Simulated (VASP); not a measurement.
# Sc (Cmce) in VASP: notebook

Sc is run at these levels: PBEsol; tasks: single point.

All numbers are computed with VASP 6.6.1; they aren't measurements. Logs are shortened: lines on timing, memory, paths and dates and some standing lists are left out, and cuts for length are marked.

## Step 1: The cell of the first run

It takes space group Cmce (No. 64, orthorhombic). The conventional cell has a = 5.811 Å, b = 9.947 Å, c = 5.767 Å, α = 90.00°, β = 90.00°, γ = 90.00°. Sc (site symmetry m) has 7 Sc at 3.08 to 3.82 Å within 4.1 Å.

## Step 2: Single point, PBEsol (Ga replaced by Sc, lengths x 1.236, strained)

File INCAR:

```
PREC     = Accurate       # precision mode
ENCUT    = 520            # plane-wave cutoff, eV
EDIFF    = 1E-7           # SCF threshold, eV
ISMEAR   = 0              # smearing method
SIGMA    = 0.1            # smearing width, eV
LREAL    = False          # projectors in reciprocal space
LASPH    = True           # aspherical terms in the spheres
NELM     = 60             # most SCF steps
ALGO     = Normal         # electronic algorithm
ISIF     = 2              # what is computed and relaxed
LWAVE    = False          # write WAVECAR
LCHARG   = True           # write CHGCAR
GGA      = PS             # functional
LELF     = True           # ELF
LVHAR    = True         
NBANDS   = 30             # bands
```

File KPOINTS:

```
Automatic mesh
0
Gamma
  4 4 4
```

File POSCAR:

```
Sc
1.0
    2.9055712502     -4.9733999601      0.0000000000
    2.9055712502      4.9733999601      0.0000000000
    0.0000000000      0.0000000000      5.7672301399
Sc
4
Direct
    0.1421289005      0.8578710995      0.1066917729
    0.6421289005      0.3578710995      0.3933082271
    0.8578710995      0.1421289005      0.8933082271
    0.3578710995      0.6421289005      0.6066917729
```

Potentials or basis: VASP PAW PBE potentials, release 64 (Sc_sv).

Run with:

```bash
$ cat potpaw_PBE.64/Sc_sv/POTCAR > POTCAR
$ mpirun -np 1 vasp_std > vasp.out
```

OUTCAR:

```text
PREC = Accurate
   ENCUT = 520
   EDIFF = 1E-7
   ISMEAR = 0
   LREAL = False
   LASPH = True
   NELM = 60
   ISIF = 2
   GGA = PS

 ion  position               nearest neighbor table
   1  0.142  0.858  0.107-   3 3.08   2 3.34   2 3.34
   2  0.642  0.358  0.393-   4 3.08   1 3.34   1 3.34
   3  0.858  0.142  0.893-   1 3.08   4 3.34   4 3.34
   4  0.358  0.642  0.607-   2 3.08   3 3.34   3 3.34

  LATTYP: Found a base centered orthorhombic cell.
 ALAT       =     5.8111425004
 B/A-ratio  =     1.7116771649
 C/A-ratio  =     0.9924434205

  Lattice vectors:

 A1 = (   2.9055712502,  -4.9733999601,   0.0000000000)
 A2 = (   2.9055712502,   4.9733999601,   0.0000000000)
 A3 = (   0.0000000000,   0.0000000000,   5.7672301399)

Analysis of symmetry for initial positions (statically):
=====================================================================
 Subroutine PRICEL returns:
 Original cell was already a primitive cell.

 Routine SETGRP: Setting up the symmetry group for a
 base centered orthorhombic supercell.

 Subroutine GETGRP returns: Found  8 space group operations
 (whereof  4 operations were pure point group operations)
 out of a pool of  8 trial point group operations.

The static configuration has the point symmetry C_2h.
 The point group associated with its full space group is D_2h.

Analysis of symmetry for dynamics (positions and initial velocities):
=====================================================================
 Subroutine PRICEL returns:
 Original cell was already a primitive cell.

 Routine SETGRP: Setting up the symmetry group for a
 base centered orthorhombic supercell.

 Subroutine GETGRP returns: Found  8 space group operations
 (whereof  4 operations were pure point group operations)
 out of a pool of  8 trial point group operations.

The dynamic configuration has the point symmetry C_2h.
 The point group associated with its full space group is D_2h.

 Subroutine INISYM returns: Found  8 space group operations
 (whereof  4 operations are pure point group operations),
 and found     1 'primitive' translations

----------------------------------------------------------------------------------------

                                     Primitive cell

  volume of cell :     166.6795

  direct lattice vectors                    reciprocal lattice vectors
     2.905571250 -4.973399960  0.000000000     0.172083200 -0.100534846  0.000000000
     2.905571250  4.973399960  0.000000000     0.172083200  0.100534846  0.000000000
     0.000000000  0.000000000  5.767230140     0.000000000  0.000000000  0.173393462

  length of vectors
     5.759952383  5.759952383  5.767230140     0.199298478  0.199298478  0.173393462

  position of ions in fractional coordinates (direct lattice)
     0.142128900  0.857871100  0.106691773
     0.642128900  0.357871100  0.393308227
     0.857871100  0.142128900  0.893308227
     0.357871100  0.642128900  0.606691773

  ion indices of the primitive-cell ions
   primitive index   ion index
                 1           1
                 2           2
                 3           3
                 4           4

----------------------------------------------------------------------------------------

 KPOINTS: Automatic mesh

Automatic generation of k-mesh.
 Grid dimensions read from file:
 generate k-points for:    4    4    4

 Generating k-lattice:

  Cartesian coordinates                     Fractional coordinates (reciprocal lattice)
     0.043020800 -0.025133712  0.000000000     0.250000000  0.000000000  0.000000000
     0.043020800  0.025133712  0.000000000     0.000000000  0.250000000  0.000000000
     0.000000000  0.000000000  0.043348365     0.000000000  0.000000000  0.250000000

  Length of vectors
     0.049824619  0.049824619  0.043348365

  Shift w.r.t. Gamma in fractional coordinates (k-lattice)
     0.000000000  0.000000000  0.000000000

 Subroutine IBZKPT returns following result:
 ===========================================

 Found     21 irreducible k-points:

 Following reciprocal coordinates:
            Coordinates               Weight
  0.000000  0.000000  0.000000      1.000000
  0.250000  0.000000  0.000000      4.000000
  0.500000  0.000000  0.000000      2.000000
  0.250000  0.250000  0.000000      2.000000
  0.500000  0.250000  0.000000      4.000000
 -0.250000  0.250000  0.000000      2.000000
[... 13 lines left out ...]
 -0.250000  0.250000  0.500000      2.000000
  0.500000  0.500000  0.500000      1.000000
   k-points           NKPTS =     21   k-points in BZ     NKDIM =     21   number of bands    NBANDS=     30
   number of dos      NEDOS =    301   number of ions     NIONS =      4
   total plane-waves  NPLWV = 110592
   dimension x,y,z NGX =    48 NGY =   48 NGZ =   48
   dimension x,y,z NGXF=    96 NGYF=   96 NGZF=   96
   ions per type =               4
   NGX,Y,Z   is equivalent  to a cutoff of  13.85, 13.85, 13.84 a.u.
   NGXF,Y,Z  is equivalent  to a cutoff of  27.71, 27.71, 27.67 a.u.
 SYSTEM =  unknown system
   PREC   = accura    normal or accurate (medium, high low for compatibility)
   ISTART =      0    job   : 0-new  1-cont  2-samecut
   ICHARG =      2    charge: 1-file 2-atom 10-const
   ISPIN  =      1    spin polarized calculation?
   LNONCOLLINEAR =      F non collinear calculations
   LSORBIT =      F    spin-orbit coupling
   LASPH  =      T    aspherical Exc in radial PAW
   ENCUT  =  520.0 eV  38.22 Ry    6.18 a.u.  10.71 10.71 10.72*2*pi/ulx,y,z
   NELM   =     60;   NELMIN=  2; NELMDL= -5     # of ELM steps
   EDIFF  = 0.1E-06   stopping-criterion for ELM
   LREAL  =      F    real-space projection
   EDIFFG = 0.1E-05   stopping-criterion for IOM
   NSW    =      0    number of steps for IOM
   IBRION =     -1    ionic relax: 0-MD 1-quasi-New 2-CG
   NFREE  =      0    steps in history (QN), initial steepest desc. (CG)
   ISIF   =      2    stress and relaxation
   ISYM   =      2    0-nonsym 1-usesym 2-fastsym
   POTIM  = 0.5000    time-step for ionic-motion
   TEBEG  =    0.0;   TEEND  =   0.0 temperature during run
   PSTRESS=    0.0 pullay stress
   NELECT =      44.0000    total number of electrons
   NUPDOWN=      -1.0000    fix difference up-down
   EMIN   =  10.00;   EMAX   =-10.00  energy-range for DOS
   EFERMI =   0.00;   METHOD = LEGACY
   ISMEAR =     0;   SIGMA  =   0.10  broadening in eV -4-tet -1-fermi 0-gaus
   EFERMI_NEDOS =   21; number of points for ismear=-14 and -15
   IALGO  =     38    algorithm
   IMIX   =      4    mixing-type and parameters
     AMIX     =   0.40;   BMIX     =  1.00
     AMIX_MAG =   1.60;   BMIX_MAG =  1.00
  volume/ion in A,a.u.               =      41.67       281.20
  Fermi-wavevector in a.u.,A,eV,Ry     =   1.050183  1.984558 15.005653  1.102884
  Thomas-Fermi vector in A             =   2.185176
   LORBIT       =      0    0 simple, 1 ext, 2 COOP (PROOUT), +10 PAW based schemes
   GGA     = PS    functional components
   LHFCALC =     F    Hartree Fock is set to
   AEXX    =    0.0000 exact exchange contribution
   IVDW    =     0    specifies the selected vdW correction
   LEPSILON=     F    determine dielectric tensor
   LRPA    =     F    only Hartree local field effects (RPA)
 non-spin polarized calculation
 Gauss-broadening in eV      SIGMA  =   0.10
  energy-cutoff  :      520.00
  volume of cell :      166.68
 maximum number of plane-waves:      4509
 NGX is ok and might be reduce to    48
   NGX = 21   NGY = 21   NGZ = 21

 number of electron      44.0000004 magnetization

 Free energy of the ion-electron system (eV)
  ---------------------------------------------------
  ext. energy  EPLUGINS =         0.00000000
  ---------------------------------------------------
  free energy    TOTEN  =       -20.68075103 eV

  energy without entropy =      -20.62985431  energy(sigma->0) =      -20.65530267

 E-fermi :   0.9944     XC(G=0):  -7.9553

 val. band max:        0.9756551932   @ k =   0.5000   0.5000   0.2500
 cond. band min:       1.0134644499   @ k =   0.5000   0.5000   0.5000
 fundamental gap:      0.0378092567
 Fermi energy:         0.9944302549

 k-point     1 :       0.0000    0.0000    0.0000
  band No.  band energies     occupation
      1     -49.2685      2.00000
      2     -49.2490      2.00000
      3     -49.2414      2.00000
      4     -49.2326      2.00000
      5     -28.0142      2.00000
      6     -28.0140      2.00000
[... 22 lines left out ...]
     29       1.9331      0.00000
     30       2.0740      0.00000

 k-point     2 :       0.2500    0.0000    0.0000
  band No.  band energies     occupation
      1     -49.2653      2.00000
      2     -49.2514      2.00000
      3     -49.2405      2.00000
      4     -49.2344      2.00000
      5     -28.0210      2.00000
      6     -28.0072      2.00000
[... 22 lines left out ...]
     29       1.9202      0.00000
     30       2.1690      0.00000

 k-point     3 :       0.5000    0.0000    0.0000
  band No.  band energies     occupation
      1     -49.2580      2.00000
      2     -49.2580      2.00000
      3     -49.2378      2.00000
      4     -49.2378      2.00000
      5     -28.0203      2.00000
      6     -28.0203      2.00000
[... 22 lines left out ...]
     29       2.2297      0.00000
     30       2.2334      0.00000

 k-point     4 :       0.2500    0.2500    0.0000
  band No.  band energies     occupation
      1     -49.2603      2.00000
      2     -49.2549      2.00000
      3     -49.2408      2.00000
      4     -49.2355      2.00000
      5     -28.0187      2.00000
      6     -28.0171      2.00000
[... 22 lines left out ...]
     29       1.6611      0.00000
     30       1.9992      0.00000

 k-point     5 :       0.5000    0.2500    0.0000
  band No.  band energies     occupation
      1     -49.2606      2.00000
      2     -49.2540      2.00000
      3     -49.2452      2.00000
      4     -49.2318      2.00000
      5     -28.0201      2.00000
      6     -28.0097      2.00000
[... 22 lines left out ...]
     29       2.0938      0.00000
     30       2.2453      0.00000
[... 427 lines left out ...]
     29       2.0771      0.00000
     30       2.0779      0.00000

 k-point    19 :       0.5000    0.2500    0.5000
  band No.  band energies     occupation
      1     -49.2583      2.00000
      2     -49.2583      2.00000
      3     -49.2375      2.00000
      4     -49.2375      2.00000
      5     -28.0159      2.00000
      6     -28.0159      2.00000
[... 22 lines left out ...]
     29       1.9565      0.00000
     30       1.9567      0.00000

 k-point    20 :      -0.2500    0.2500    0.5000
  band No.  band energies     occupation
      1     -49.2599      2.00000
      2     -49.2599      2.00000
      3     -49.2358      2.00000
      4     -49.2358      2.00000
      5     -28.0066      2.00000
      6     -28.0066      2.00000
[... 22 lines left out ...]
     29       2.2229      0.00000
     30       2.2428      0.00000

 k-point    21 :       0.5000    0.5000    0.5000
  band No.  band energies     occupation
      1     -49.2590      2.00000
      2     -49.2590      2.00000
      3     -49.2368      2.00000
      4     -49.2368      2.00000
      5     -28.0101      2.00000
      6     -28.0101      2.00000
[... 22 lines left out ...]
     29       2.0658      0.00000
     30       2.0673      0.00000

------------------------ aborting loop because EDIFF is reached ----------------------------------------

  FORCE on cell =-STRESS in cart. coord.  units (eV):
  Direction    XX          YY          ZZ          XY          YZ          ZX
  --------------------------------------------------------------------------------------
  -------------------------------------------------------------------------------------
  Total       -7.3025004     -6.1185968     -8.8663885      0.0000000      0.0000000      0.0000000
  in kB      -70.1939980    -58.8139331    -85.2265967      0.0000000      0.0000000      0.0000000
  external PRESSURE =     -71.4115093 kB  Pullay stress =       0.0000000 kB

 VOLUME and BASIS-vectors are now :
 -----------------------------------------------------------------------------
  energy-cutoff  :      520.00
  volume of cell :      166.68
      direct lattice vectors                 reciprocal lattice vectors
     2.905571250 -4.973399960  0.000000000     0.172083200 -0.100534846  0.000000000
     2.905571250  4.973399960  0.000000000     0.172083200  0.100534846  0.000000000
     0.000000000  0.000000000  5.767230140     0.000000000  0.000000000  0.173393462

 POSITION                                       TOTAL-FORCE (eV/Angst)
 -----------------------------------------------------------------------------------
      2.90557      3.55967      0.61532         0.000000     -0.761252     -0.148674
      2.90557     -1.41373      2.26830         0.000000     -0.761252      0.148674
      2.90557     -3.55967      5.15191         0.000000      0.761252      0.148674
      2.90557      1.41373      3.49893         0.000000      0.761252     -0.148674
 -----------------------------------------------------------------------------------
    total drift:                                0.000000      0.000000     -0.000000

  FREE ENERGIE OF THE ION-ELECTRON SYSTEM (eV)
  ---------------------------------------------------
  free  energy   TOTEN  =       -20.6807510302 eV

  energy  without entropy=      -20.6298543057  energy(sigma->0) =      -20.65530267
```

It took 77 s on 1 thread of Intel Xeon 6975P-C (Granite Rapids), shared host; peak memory 0.34 GiB.

What came out:

```
Free energy            : -20.6808 eV
Pressure               : -7.1 GPa
Largest force          : 0.776 eV/Å
Band gap on the k mesh : zero (bands 22 and 23 overlap by 0.10 eV)
```

Forces in eV/Å, atoms in the order of the input:
```
Sc   0.000 -0.761 -0.149
Sc   0.000 -0.761  0.149
Sc   0.000  0.761  0.149
Sc   0.000  0.761 -0.149
```

Caveat: the cell differs from its parent crystal (Ga replaced by Sc, lengths x 1.236, strained); the cell stands under tension; the PAW data sets were made with another functional, which shifts forces and pressure a little.

[end of part 1 of 2]

The gap in the log of VASP goes by the Fermi energy; the results here count the filled bands.